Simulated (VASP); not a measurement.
Runs of VASP 6.6.1 on AlPd4. The structure is that of space group P-3m1 (No. 164), or close to it. The cells are those of the table. 

```tsv
task	cell	k mesh	cutoff (eV)	gap on the mesh (eV)	pressure (GPa)	largest force (eV/Å)
single point	a = 2.849, b = 2.849, c = 10.791 Å, angles 90.0, 90.0, 120.0°, 5 atoms	6 × 6 × 2	520	none	-0.2	0.02
single point	a = 2.848, b = 2.848, c = 10.802 Å, angles 90.0, 90.0, 120.0°, 5 atoms	18 × 18 × 4	520	none	-0.1	0.02
single point	a = 2.889, b = 2.889, c = 9.290 Å, angles 90.0, 90.0, 120.0°, 5 atoms	6 × 6 × 2	520	none	56.1	(a)
relaxation of cell and atoms	relaxed from a = 2.889, b = 2.889, c = 9.290 Å, angles 90.0, 90.0, 120.0°, 5 atoms	6 × 6 × 2	600	-	-0.1	0.03
```

Alike in all rows: level PBE; potentials or basis VASP PAW PBE potentials, release 64 (Al, Pd); no spin polarisation; smearing gaussian 0.1 eV.

Problem. Estimate the missing entries.

Solution. (a) 8.86.

Caveats: some runs use coarse meshes; forces of over 1 eV/Å act on the atoms, so gaps and moduli don't describe the material at rest (some runs); the bands computed are all filled at some k points, so no gap is given (some runs).

A k mesh can miss the band edges, and the runs leave out spin-orbit coupling on Pd.

A gap of «none» marks levels without a gap at the run's occupations.
